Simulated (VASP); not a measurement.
Input of a VASP 6.6.1 run:

The input INCAR:

```
SYSTEM = SnSe2
PREC = Accurate
ENCUT = 500
EDIFF = 1E-6
ISMEAR = 0
SIGMA = 0.01
LREAL = .False.
LASPH = .True.
NELM = 120
ALGO = Normal
ISIF = 2
LWAVE = .False.
LCHARG = .True.
GGA = PS
LELF = .True.
LVHAR = .True.
NBANDS = 20
GGA_COMPAT = .False.
```

File KPOINTS:

```
regular mesh
0
Gamma
  6 6 2
  0 0 0
```

The input POSCAR:

```
SnSe2
1.0
    3.8251638426      0.0000000000      0.0000000000
   -1.9125819213      3.3126890613      0.0000000000
    0.0000000000      0.0000000000      6.2270560849
Sn Se
1 2
Direct
    0.0000000000      0.0000000000      0.0000000000
    0.3333333333      0.6666666667      0.2530760455
    0.6666666667      0.3333333333      0.7469239545
```

Potentials or basis: VASP PAW PBE potentials, release 64 (Sn_d, Se).

Run with:

```sh
$ cat potpaw_PBE.64/Sn_d/POTCAR potpaw_PBE.64/Se/POTCAR > POTCAR
$ mpirun -np 1 vasp_std > vasp.out
```

(1) Estimate the band gap on the k mesh.

(2) Predict the pressure.

(3) What does it give for the largest force?

Results:

(1) 0.72 eV (least direct gap 1.03 eV).

(2) 0.1 GPa.

(3) 0.093 eV/Å.

Caveat: the k points lie up to 0.50 Å⁻¹ apart; semilocal functionals underestimate gaps, and a narrow one can read as zero; the PAW data sets were made with another functional, which shifts forces and pressure a little; spin-orbit coupling is left out, which moves the levels of the heavy elements; this functional lacks dispersion, which binds layers or chains, so the pressure and a relaxed spacing across them are unreliable.
